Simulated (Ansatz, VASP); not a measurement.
**One calculation of ZnRe, two programs**

```xyz
2
Lattice="2.7482 0.0000 0.0000 -1.3741 2.3800 0.0000 0.0000 0.0000 4.4941" Properties=species:S:1:pos:R:3 pbc="T T T"
Zn    0.0000    0.0000    0.0000
Re    0.0000    1.5867    2.2470
```

Alike in both runs: task single point; functional PBEsol; k mesh 16 × 16 × 9; occupations fermi-dirac, width 0.08 eV; no spin polarisation.

```csv
,VASP,Ansatz
version,VASP 6.6.1,Ansatz 0.2.0
potentials or method,"VASP PAW PBE potentials, release 64 (Zn, Re_sv_GW)","PAW with Ansatz's default frozen-core files, scalar-relativistic"
plane-wave cutoff (eV),500,420
valence electrons in the cell,27,27
```

|  | VASP | Ansatz | Ansatz less VASP |
| --- | --- | --- | --- |
| pressure (GPa) | -10.1 | -9.2 | +0.90 |
| traceless stress, the component that is largest in VASP (GPa) | 0.26 | 0.00 | -0.262 |

VASP's potentials were made for PBE, not for PBEsol.

Neither program's run includes spin-orbit coupling.
